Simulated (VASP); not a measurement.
MgI2:

```xyz
3
Lattice="4.1400 0.0000 0.0000 -2.0700 3.5853 0.0000 0.0000 0.0000 6.8800" Properties=species:S:1:pos:R:3 pbc="T T T"
I     2.0700    1.1951    5.1600
I     0.0000    2.3902    1.7200
Mg    0.0000    0.0000    0.0000
```

* Program: VASP 6.6.1
* Task: relaxation of cell and atoms
* Functional: r2SCAN
* Potentials or basis: VASP PAW PBE potentials, release 64 (I, Mg)
* Cutoff: 600 eV
* k mesh: 8 × 8 × 4
* Occupations: fermi-dirac, width 0.05 eV
* Spin: no spin polarisation

At the start: pressure 0.0 GPa; volume 34.04 Å³/atom.

**Question.** Where does the relaxation end?

**Answer.** Over 12 steps the energy falls by 10.5 meV/atom and the volume is 36.11 Å³/atom (+6.1 %); space group P-3m1 (No. 164, to 0.1 Å) before and after.

The path:
```csv
step,energy change (eV),largest force (eV/Å),pressure (GPa),volume (Å³)
1,0.0000,0.3180,0.03,102.12
2,-0.0100,0.2123,0.21,102.20
3,-0.0158,0.0243,0.54,102.34
4,-0.0211,0.0484,0.01,104.74
5,-0.0213,0.0559,-0.14,105.46
6,-0.0255,0.0466,-0.09,105.87
7,-0.0306,0.0287,0.07,106.93
8,-0.0306,0.0274,0.09,107.04
9,-0.0311,0.0316,-0.04,107.91
10,-0.0312,0.0331,-0.09,108.24
11,-0.0314,0.0067,0.01,108.37
12,-0.0314,0.0018,-0.01,108.34
```

Final structure:
```cif
data_structure
_symmetry_space_group_name_H-M 'P 1'
_symmetry_Int_Tables_number 1
_cell_length_a 4.1831
_cell_length_b 4.1831
_cell_length_c 7.1497
_cell_angle_alpha 90.000
_cell_angle_beta 90.000
_cell_angle_gamma 120.000
_cell_volume 108.34
loop_
_atom_site_label
_atom_site_type_symbol
_atom_site_fract_x
_atom_site_fract_y
_atom_site_fract_z
_atom_site_occupancy
I1 I 0.66667 0.33333 0.76744 1
I2 I 0.33333 0.66667 0.23256 1
Mg1 Mg 0.00000 0.00000 0.00000 1
```

Caveat: the PAW data sets were made with another functional, which shifts forces and pressure a little.
